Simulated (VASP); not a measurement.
Set up this calculation in VASP 6.6.1, as the native input.

| Quantity | Value |
| --- | --- |
| Task | single point |
| Functional | PBEsol |
| Potentials or basis | VASP PAW PBE potentials, release 64 (Ta_pv, N) |
| Cutoff | 520 eV |
| k mesh | 2 × 2 × 3 |
| Occupations | methfessel-paxton, width 0.1 eV |
| Spin | no spin polarisation |
| Dipole correction | no |
| Further INCAR settings | LREAL = Auto; ALGO = Normal; EDIFF = 1e-06; NBANDS = 164 |

The structure of Ta18N17 (a cell with a defect) lies in POSCAR:

```
Ta18N17
1.0
    7.7675072900      4.4845723700      0.0000000000
   -7.7675072400      4.4845724500      0.0000000000
    0.0000000000      0.0000000000      5.7917586600
Ta N
18 17
Direct
    0.0028676865      0.0010372601     -0.0001601533
    0.3361460222      0.6676848029     -0.0001556872
    0.6578291557      0.3285177391     -0.0001380185
   -0.0010100409      0.6649596092      0.2506381336
    0.3338789968      0.3347175882      0.2495358906
    0.6678950710      0.0009141808      0.2500968663
   -0.0010047664      0.3332431563      0.2506436366
    0.3338805267     -0.0016233342      0.2495299933
    0.6678866158      0.6661870359      0.2500906847
    0.0048944394      0.0020567572      0.4998369832
    0.3366146242      0.6679069468      0.4998472639
    0.6514874731      0.3253472477      0.4998397637
   -0.0010091931      0.6649607603      0.7490512558
    0.3338780612      0.3347168340      0.7501470988
    0.6678967308      0.0009145028      0.7495901548
   -0.0010024701      0.3332439836      0.7490519792
    0.3338797464     -0.0016243975      0.7501450408
    0.6678870422      0.6661864765      0.7495968569
    0.1298737433      0.8657572228     -0.0001624888
    0.4658266325      0.5359080492     -0.0001509180
    0.7958762721      0.2027564357     -0.0001417338
    0.0718644347      0.5355403115     -0.0001512911
    0.3961909372      0.1977058611     -0.0001560278
    0.7406810848      0.8699471353     -0.0001635802
    0.1298669274      0.2633214257     -0.0001604113
    0.4658378216      0.9291461298     -0.0001538017
    0.7958646176      0.5923201937     -0.0001460173
    0.1350043749      0.8691577140      0.4998364568
    0.7955846208      0.2055801250      0.4998417254
    0.0734782775      0.5363418009      0.4998455739
    0.4661714519      0.5331127448      0.4998451214
    0.7396772838      0.8694416156      0.4998373833
    0.1349984180      0.2650623775      0.4998401682
    0.4661753063      0.9322726284      0.4998412753
    0.7955733625      0.5892105905      0.4998393333
```

These files were run (other wordings do the same):

INCAR

```
PREC     = Accurate       # precision mode
ENCUT    = 520            # plane-wave cutoff, eV
EDIFF    = 1E-6           # SCF threshold, eV
ISMEAR   = 1              # smearing method
SIGMA    = 0.1            # smearing width, eV
LREAL    = Auto         
LASPH    = True           # aspherical terms in the spheres
NELM     = 60             # most SCF steps
ALGO     = Normal         # electronic algorithm
ISIF     = 2              # what is computed and relaxed
LWAVE    = False          # write WAVECAR
LCHARG   = True           # write CHGCAR
GGA      = PS             # functional
LELF     = True           # ELF
LVHAR    = True         
NBANDS   = 164            # bands
```

KPOINTS

```
Automatic mesh
0
Gamma
  2 2 3
```

Potentials or basis: VASP PAW PBE potentials, release 64 (Ta_pv, N).

Run with:

```console
$ cat potpaw_PBE.64/Ta_pv/POTCAR potpaw_PBE.64/N/POTCAR > POTCAR
$ mpirun -np 1 vasp_std > vasp.out
```

It gave:

```
Pressure               : -1.1 GPa
Largest force          : 0.054 eV/Å
Band gap on the k mesh : zero (an odd number of electrons rules out a gap without spin polarisation)
```

Caveat: the k points lie up to 0.40 Å⁻¹ apart, too coarse for converged energies and pressures of a metal; the PAW data sets were made with another functional, which shifts forces and pressure a little; spin-orbit coupling is left out, which moves the levels of the heavy elements.

Wall time 21 min on 1 thread of Intel(R) Xeon(R) Platinum 8375C CPU @ 2.90GHz (Ice Lake) (shared host), peak memory 0.72 GiB.
